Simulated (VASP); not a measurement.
# Pt in VASP: relaxation of the atoms with PBE+D3(BJ)

Aim: the relaxation of the atoms of Pt with PBE+D3(BJ).

All numbers are computed with VASP 6.6.1; they aren't measurements. Logs are shortened: lines on timing, memory, paths and dates and some standing lists are left out, and cuts for length are marked.

### 1 The cell of the first run

The cell holds a slab with vacuum, 16 atoms: a = 5.556 Å, b = 5.556 Å, c = 23.805 Å, α = 90.00°, β = 90.00°, γ = 120.00°.

### 2 Relaxation of the atoms, PBE+D3(BJ)

The input, INCAR:

```
PREC = Accurate
ENCUT = 520
EDIFF = 1E-6
ISMEAR = 0
SIGMA = 0.1
LREAL = Auto
LASPH = True
NELM = 100
ALGO = Normal
ISIF = 2
LWAVE = False
LCHARG = False
LDIPOL = True
IDIPOL = 3
DIPOL = 0.5 0.5 0.500
GGA = PE
IVDW = 12
IBRION = 2
NSW = 90
EDIFFG = -0.03
LUSENCCL = False
```

The input, KPOINTS:

```
regular mesh
0
Gamma
  6 6 1
```

The input, POSCAR:

```
Pt
1.0
    5.5558884585      0.0000000000      0.0000000000
   -2.7779442292      4.8115405456      0.0000000000
    0.0000000000      0.0000000000     23.8045458955
Pt
16
Selective dynamics
Direct
    0.3333333333      0.1666666667      0.3570746545  F F F
    0.3333333333      0.6666666667      0.3570746545  F F F
    0.8333333333      0.1666666667      0.3570746545  F F F
    0.8333333333      0.6666666667      0.3570746545  F F F
    0.6666666667      0.3333333333      0.4523582182  F F F
    0.6666666667      0.8333333333      0.4523582182  F F F
    0.1666666667      0.3333333333      0.4523582182  F F F
    0.1666666667      0.8333333333      0.4523582182  F F F
    0.0000000000      0.5000000000      0.5476417818  T T T
    0.0000000000      0.0000000000      0.5476417818  T T T
    0.5000000000      0.5000000000      0.5476417818  T T T
    0.5000000000      0.0000000000      0.5476417818  T T T
    0.3333333333      0.6666666667      0.6429253455  T T T
    0.3333333333      0.1666666667      0.6429253455  T T T
    0.8333333333      0.6666666667      0.6429253455  T T T
    0.8333333333      0.1666666667      0.6429253455  T T T
```

Potentials or basis: VASP PAW PBE potentials, release 64 (Pt).

Started as:

```sh
$ cat potpaw_PBE.64/Pt/POTCAR > POTCAR
$ mpirun -np 1 vasp_std > vasp.out
```

OUTCAR:

```text
PREC = Accurate
   ENCUT = 520
   EDIFF = 1E-6
   ISMEAR = 0
   LREAL = Auto
   LASPH = True
   NELM = 100
   ISIF = 2
   GGA = PE
   IVDW = 12
   IBRION = 2
   NSW = 90
   EDIFFG = -0.03
 IVDW          = 12

 ion  position               nearest neighbor table
   1  0.333  0.167  0.357-   7 2.78   2 2.78   2 2.78   4 2.78   4 2.78   3 2.78   3 2.78   8 2.78
                             5 2.78
   2  0.333  0.667  0.357-   8 2.78   1 2.78   1 2.78   3 2.78   3 2.78   4 2.78   4 2.78   7 2.78
                             6 2.78
   3  0.833  0.167  0.357-   5 2.78   4 2.78   4 2.78   2 2.78   2 2.78   1 2.78   1 2.78   6 2.78
                             7 2.78
   4  0.833  0.667  0.357-   6 2.78   3 2.78   3 2.78   1 2.78   1 2.78   2 2.78   2 2.78   5 2.78
                             8 2.78
   5  0.667  0.333  0.452-  12 2.78   9 2.78  11 2.78   3 2.78   6 2.78   6 2.78   8 2.78   8 2.78
                             7 2.78   7 2.78   4 2.78   1 2.78
   6  0.667  0.833  0.452-  11 2.78  10 2.78  12 2.78   4 2.78   5 2.78   5 2.78   7 2.78   7 2.78
                             8 2.78   8 2.78   3 2.78   2 2.78
   7  0.167  0.333  0.452-  10 2.78  11 2.78   9 2.78   1 2.78   8 2.78   8 2.78   6 2.78   6 2.78
                             5 2.78   5 2.78   2 2.78   3 2.78
   8  0.167  0.833  0.452-   9 2.78  12 2.78  10 2.78   2 2.78   7 2.78   7 2.78   5 2.78   5 2.78
                             6 2.78   6 2.78   1 2.78   4 2.78
   9  0.000  0.500  0.548-   8 2.78   5 2.78   7 2.78  16 2.78  13 2.78  10 2.78  10 2.78  12 2.78
                            12 2.78  11 2.78  11 2.78  15 2.78
  10  0.000  0.000  0.548-   7 2.78   6 2.78   8 2.78  15 2.78  14 2.78   9 2.78   9 2.78  11 2.78
                            11 2.78  12 2.78  12 2.78  16 2.78
  11  0.500  0.500  0.548-   6 2.78   7 2.78   5 2.78  14 2.78  15 2.78  12 2.78  12 2.78  10 2.78
                            10 2.78   9 2.78   9 2.78  13 2.78
[... 15 lines left out ...]
  Lattice vectors:

 A1 = (   5.5558884585,   0.0000000000,   0.0000000000)
 A2 = (  -2.7779442292,   4.8115405456,   0.0000000000)
 A3 = (   0.0000000000,   0.0000000000,  23.8045458955)

Analysis of symmetry for initial positions (statically):
=====================================================================
 Subroutine PRICEL returns following result:

  LATTYP: Found a hexagonal cell.
 ALAT       =     2.7779442293
 C/A-ratio  =     8.5691230388

  Lattice vectors:

 A1 = (   2.7779442293,   0.0000000000,   0.0000000000)
 A2 = (  -1.3889721146,   2.4057702728,   0.0000000000)
 A3 = (   0.0000000000,   0.0000000000,  23.8045458955)

   4 primitive cells build up your supercell.

 Routine SETGRP: Setting up the symmetry group for a
 hexagonal supercell.

 Subroutine GETGRP returns: Found 12 space group operations
 (whereof  6 operations were pure point group operations)
 out of a pool of 24 trial point group operations.

The static configuration has the point symmetry C_3v.
 The point group associated with its full space group is D_3d.

Analysis of symmetry for dynamics (positions and initial velocities):
=====================================================================
 Subroutine PRICEL returns following result:

  LATTYP: Found a hexagonal cell.
 ALAT       =     2.7779442293
 C/A-ratio  =     8.5691230388

  Lattice vectors:

 A1 = (   2.7779442293,   0.0000000000,   0.0000000000)
 A2 = (  -1.3889721146,   2.4057702728,   0.0000000000)
 A3 = (   0.0000000000,   0.0000000000,  23.8045458955)

   4 primitive cells build up your supercell.

 Routine SETGRP: Setting up the symmetry group for a
 hexagonal supercell.

 Subroutine GETGRP returns: Found 12 space group operations
 (whereof  6 operations were pure point group operations)
 out of a pool of 24 trial point group operations.

The dynamic configuration has the point symmetry C_3v.
 The point group associated with its full space group is D_3d.

Analysis of constrained symmetry for selective dynamics:
=====================================================================
 Subroutine PRICEL returns following result:

  LATTYP: Found a hexagonal cell.
 ALAT       =     2.7779442293
 C/A-ratio  =     8.5691230388

  Lattice vectors:

 A1 = (   2.7779442293,   0.0000000000,   0.0000000000)
 A2 = (  -1.3889721146,   2.4057702728,   0.0000000000)
 A3 = (   0.0000000000,   0.0000000000,  23.8045458955)

   4 primitive cells build up your supercell.

 Routine SETGRP: Setting up the symmetry group for a
 hexagonal supercell.

 Subroutine GETGRP returns: Found  6 space group operations
 (whereof  6 operations were pure point group operations)
 out of a pool of 24 trial point group operations.

The constrained configuration has the point symmetry C_3v.

 Subroutine INISYM returns: Found  6 space group operations
 (whereof  6 operations are pure point group operations),
 and found     4 'primitive' translations

----------------------------------------------------------------------------------------

                                     Primitive cell

  volume of cell :     159.0881

  direct lattice vectors                    reciprocal lattice vectors
     2.777944229  0.000000000  0.000000000     0.359978429  0.207833643 -0.000000000
    -1.388972115  2.405770273  0.000000000     0.000000000  0.415667286  0.000000000
     0.000000000  0.000000000 23.804545895     0.000000000 -0.000000000  0.042008783

  length of vectors
     2.777944229  2.777944229 23.804545895     0.415667286  0.415667286  0.042008783

  position of ions in fractional coordinates (direct lattice)
     0.666666667  0.333333333  0.357074655
     0.333333333  0.666666667  0.452358218
     1.000000000  0.000000000  0.547641782
     0.666666667  0.333333333  0.642925345

  ion indices of the primitive-cell ions
   primitive index   ion index
                 1           1
                 2           7
                 3          12
                 4          14

----------------------------------------------------------------------------------------

 KPOINTS: regular mesh

Automatic generation of k-mesh.
 Grid dimensions read from file:
 generate k-points for:    6    6    1

 Generating k-lattice:

  Cartesian coordinates                     Fractional coordinates (reciprocal lattice)
     0.029998202  0.017319470 -0.000000000     0.166666667  0.000000000  0.000000000
     0.000000000  0.034638940  0.000000000     0.000000000  0.166666667  0.000000000
     0.000000000 -0.000000000  0.042008783     0.000000000  0.000000000  1.000000000

  Length of vectors
     0.034638940  0.034638940  0.042008783

  Shift w.r.t. Gamma in fractional coordinates (k-lattice)
     0.000000000  0.000000000  0.000000000

 Subroutine IBZKPT returns following result:
 ===========================================

 Found      7 irreducible k-points:

 Following reciprocal coordinates:
            Coordinates               Weight
  0.000000  0.000000  0.000000      1.000000
  0.166667  0.000000  0.000000      6.000000
  0.333333  0.000000  0.000000      6.000000
  0.500000  0.000000  0.000000      3.000000
  0.166667  0.166667  0.000000      6.000000
  0.333333  0.166667  0.000000     12.000000
  0.333333  0.333333  0.000000      2.000000
   k-points           NKPTS =      7   k-points in BZ     NKDIM =      7   number of bands    NBANDS=     96
   number of dos      NEDOS =    301   number of ions     NIONS =     16
   total plane-waves  NPLWV = 317520
   dimension x,y,z NGX =    42 NGY =   42 NGZ =  180
   dimension x,y,z NGXF=    84 NGYF=   84 NGZF=  360
   ions per type =              16
   NGX,Y,Z   is equivalent  to a cutoff of  12.57, 12.57, 12.57 a.u.
   NGXF,Y,Z  is equivalent  to a cutoff of  25.13, 25.13, 25.14 a.u.
 SYSTEM =  unknown system
   PREC   = accura    normal or accurate (medium, high low for compatibility)
   ISTART =      0    job   : 0-new  1-cont  2-samecut
   ICHARG =      2    charge: 1-file 2-atom 10-const
   ISPIN  =      1    spin polarized calculation?
   LNONCOLLINEAR =      F non collinear calculations
   LSORBIT =      F    spin-orbit coupling
   LASPH  =      T    aspherical Exc in radial PAW
   ENCUT  =  520.0 eV  38.22 Ry    6.18 a.u.  10.33 10.33 44.26*2*pi/ulx,y,z
   NELM   =    100;   NELMIN=  2; NELMDL= -5     # of ELM steps
   EDIFF  = 0.1E-05   stopping-criterion for ELM
   LREAL  =      T    real-space projection
   EDIFFG = -.3E-01   stopping-criterion for IOM
   NSW    =     90    number of steps for IOM
   IBRION =      2    ionic relax: 0-MD 1-quasi-New 2-CG
   NFREE  =      1    steps in history (QN), initial steepest desc. (CG)
   ISIF   =      2    stress and relaxation
   ISYM   =      2    0-nonsym 1-usesym 2-fastsym
   POTIM  = 0.5000    time-step for ionic-motion
   TEBEG  =    0.0;   TEEND  =   0.0 temperature during run
   PSTRESS=    0.0 pullay stress
   NELECT =     160.0000    total number of electrons
   NUPDOWN=      -1.0000    fix difference up-down
   EMIN   =  10.00;   EMAX   =-10.00  energy-range for DOS
   EFERMI =   0.00;   METHOD = LEGACY
   ISMEAR =     0;   SIGMA  =   0.10  broadening in eV -4-tet -1-fermi 0-gaus
   EFERMI_NEDOS =   21; number of points for ismear=-14 and -15
   IALGO  =     38    algorithm
   IMIX   =      4    mixing-type and parameters
     AMIX     =   0.40;   BMIX     =  1.00
     AMIX_MAG =   1.60;   BMIX_MAG =  1.00
  volume/ion in A,a.u.               =      39.77       268.39
  Fermi-wavevector in a.u.,A,eV,Ry     =   1.033274  1.952605 14.526339  1.067656
  Thomas-Fermi vector in A             =   2.167513
   LORBIT       =      0    0 simple, 1 ext, 2 COOP (PROOUT), +10 PAW based schemes
   GGA     = PE    functional components
   LHFCALC =     F    Hartree Fock is set to
   AEXX    =    0.0000 exact exchange contribution
   IVDW    =    12    specifies the selected vdW correction
   LEPSILON=     F    determine dielectric tensor
   LRPA    =     F    only Hartree local field effects (RPA)
 conjugate gradient relaxation of ions
 non-spin polarized calculation
 Gauss-broadening in eV      SIGMA  =   0.10
  energy-cutoff  :      520.00
  volume of cell :      636.35
 maximum number of plane-waves:     17183
 NGX is ok and might be reduce to    42
   NGX = 21   NGY = 21   NGZ = 89

 dipolmoment           0.000000      0.000000     -0.000014 electrons x Angstroem

--------------------------------------- Ionic step        1  -------------------------------------------

 number of electron     160.0000010 magnetization

 Free energy of the ion-electron system (eV)
  ---------------------------------------------------
  ext. energy  EPLUGINS =         0.00000000
  ---------------------------------------------------
  free energy    TOTEN  =       -92.96138167 eV

  energy without entropy =      -92.84405771  energy(sigma->0) =      -92.90271969

------------------------ aborting loop because EDIFF is reached ----------------------------------------

 Edisp (eV)   -9.21689

 E8    (eV) :    -4.3753

  FORCE on cell =-STRESS in cart. coord.  units (eV):
  Direction    XX          YY          ZZ          XY          YZ          ZX
  --------------------------------------------------------------------------------------
  -------------------------------------------------------------------------------------
  Total     -16.65374   -16.65374     1.82741    -0.00000    -0.00000    -0.00000
  in kB     -41.93000   -41.93000     4.60097    -0.00000    -0.00000    -0.00000
  external pressure =      -26.42 kB  Pullay stress =        0.00 kB
[... 89 lines left out ...]
  energy  without entropy=     -102.0727898010  energy(sigma->0) =     -102.13195133

--------------------------------------- Ionic step        3  -------------------------------------------

 number of electron     160.0000010 magnetization

 dipolmoment           0.000000      0.000000      0.001912 electrons x Angstroem

 Free energy of the ion-electron system (eV)
  ---------------------------------------------------
  ext. energy  EPLUGINS =         0.00000000
  ---------------------------------------------------
  free energy    TOTEN  =       -92.97605162 eV

  energy without entropy =      -92.85761090  energy(sigma->0) =      -92.91683126

 E-fermi :   0.6749     XC(G=0):  -5.8937

 val. band max:        0.6021526396   @ k =   0.3333   0.1667   0.0000
 cond. band min:       0.6758024301   @ k =   0.0000   0.0000   0.0000
 fundamental gap:      0.0736497905
 Fermi energy:         0.6749268436

 k-point     1 :       0.0000    0.0000    0.0000
  band No.  band energies     occupation
      1      -8.8979      2.00000
      2      -7.5282      2.00000
      3      -6.4004      2.00000
      4      -6.3480      2.00000
      5      -6.1280      2.00000
      6      -6.1280      2.00000
[... 654 lines left out ...]
     91       3.6438      0.00000
     92       3.6438      0.00000
 [bands above 92 left out]

------------------------ aborting loop because EDIFF is reached ----------------------------------------

 vacuum level on the upper side and lower side of the slab       (xc-potential included)        -0.098        -0.055

 Edisp (eV)   -9.21521

 E8    (eV) :    -4.3745

  FORCE on cell =-STRESS in cart. coord.  units (eV):
  Direction    XX          YY          ZZ          XY          YZ          ZX
  --------------------------------------------------------------------------------------
  -------------------------------------------------------------------------------------
  Total     -16.89191   -16.89191     1.17704    -0.00000     0.00000    -0.00000
  in kB     -42.52964   -42.52964     2.96350    -0.00000     0.00000    -0.00000
  external pressure =      -27.37 kB  Pullay stress =        0.00 kB
[... 31 lines left out ...]
  FREE ENERGIE OF THE ION-ELECTRON SYSTEM (eV)
  ---------------------------------------------------
  free  energy   TOTEN  =      -102.1912659690 eV

  energy  without entropy=     -102.0728252477  energy(sigma->0) =     -102.13204561

 reached required accuracy - stopping structural energy minimisation

 vacuum level on the upper side and lower side of the slab         6.281         6.313
```

Run time: 2.7 min. Hardware: 1 × NVIDIA H100 80GB with 1 thread of AMD EPYC 7R13 (Zen 3), shared host; peak memory 1.7 GiB.

Results:

- Free energy: -102.1913 eV
- Energy gained by relaxing: 0.8 meV/atom
- Ionic steps: 3
- Band gap on the k mesh: zero (bands 80 and 81 overlap by 0.84 eV)
- Dispersion energy per atom: -0.576 eV

Step by step:
```csv
step,energy change (eV),largest force on free atoms (eV/Å),pressure (GPa)
1,0.0000,0.2998,-2.64
2,-0.0128,0.0322,-2.73
3,-0.0130,0.0058,-2.74
```

Final structure:
```
CELL_PARAMETERS angstrom
5.55589 0.00000 0.00000
-2.77794 4.81154 0.00000
0.00000 0.00000 23.80455
ATOMIC_POSITIONS crystal
Pt 0.33333 0.16667 0.35707
Pt 0.33333 0.66667 0.35707
Pt 0.83333 0.16667 0.35707
Pt 0.83333 0.66667 0.35707
Pt 0.66667 0.33333 0.45236
Pt 0.66667 0.83333 0.45236
Pt 0.16667 0.33333 0.45236
Pt 0.16667 0.83333 0.45236
Pt 0.00000 0.50000 0.54697
Pt 0.00000 0.00000 0.54697
Pt 0.50000 0.50000 0.54697
Pt 0.50000 0.00000 0.54697
Pt 0.33333 0.66667 0.64333
Pt 0.33333 0.16667 0.64333
Pt 0.83333 0.66667 0.64333
Pt 0.83333 0.16667 0.64333
```

Levels at points of the mesh, in eV from the Fermi level:
```csv
k point,band 75,band 76,band 77,band 78,band 79,band 80,band 81,band 82,band 83,band 84
"(0.00, 0.00, 0.00)",0.09,0.28,0.28,0.28,0.57,0.57,0.57,0.61,0.61,0.61
"(0.50, 0.00, 0.00)",-0.52,-0.52,-0.31,-0.31,0.07,0.07,0.07,0.07,0.30,0.30
```

Caveat: spin-orbit coupling is left out, which moves the levels of the heavy elements.

The gap in the log of VASP goes by the Fermi energy; the results here count the filled bands.